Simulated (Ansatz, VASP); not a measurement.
**One calculation of Rb, two programs**

File INCAR:

```
PREC = Accurate ; ENCUT = 520
EDIFF = 1E-7 ; ISMEAR = 0
SIGMA = 0.1 ; LREAL = F
LASPH = T ; NELM = 80
ALGO = Normal ; ISIF = 2
LWAVE = F ; LCHARG = T
GGA = PE ; LELF = T
LVHAR = T ; NBANDS = 10
```

Contents of KPOINTS:

```
Automatic mesh
0
Gamma
  4 4 4
```

Contents of POSCAR:

```
Rb
1.0
    0.0000000000      3.8354492781      3.8354492781
    3.8354492781      0.0000000000      3.8354492781
    3.8354492781      3.8354492781      0.0000000000
Rb
1
Direct
    0.0000000000      0.0000000000      0.0000000000
```

Input for Ansatz:

```yaml
crystal:
  lattice:
    - [0.0, 3.8354492781, 3.8354492781]
    - [3.8354492781, 0.0, 3.8354492781]
    - [3.8354492781, 3.8354492781, 0.0]
  atoms:
    - { symbol: Rb, position: [0.0, 0.0, 0.0] }
basis:
  ecutwfc: 420
kpoints:
  mp_grid: { grid: [4, 4, 4] }
hamiltonian:
  xc: pbe
scf:
  occupations: { method: gaussian, width: 0.1 }
output:
  forces: true
  stress: true
  eigenvalues: true
```

Alike in both runs: task single point; functional PBE; k mesh 4 × 4 × 4; occupations gaussian, width 0.1 eV; no spin polarisation.

|  | VASP | Ansatz |
| --- | --- | --- |
| version | VASP 6.6.1 | Ansatz 0.2.0 |
| potentials or method | VASP PAW PBE potentials, release 64 (Rb_sv), cutoff 520 eV | scalar-relativistic, plane waves, PAW |
| valence electrons in the cell | 9 | 9 |

|  | VASP | Ansatz | Ansatz less VASP |
| --- | --- | --- | --- |
| gap on the k mesh at the Fermi level (eV) | none | none | - |
| pressure (GPa) | -0.4 | -0.4 | 0.00 |

A gap of «none» marks a metal or a gap that the smearing closes.
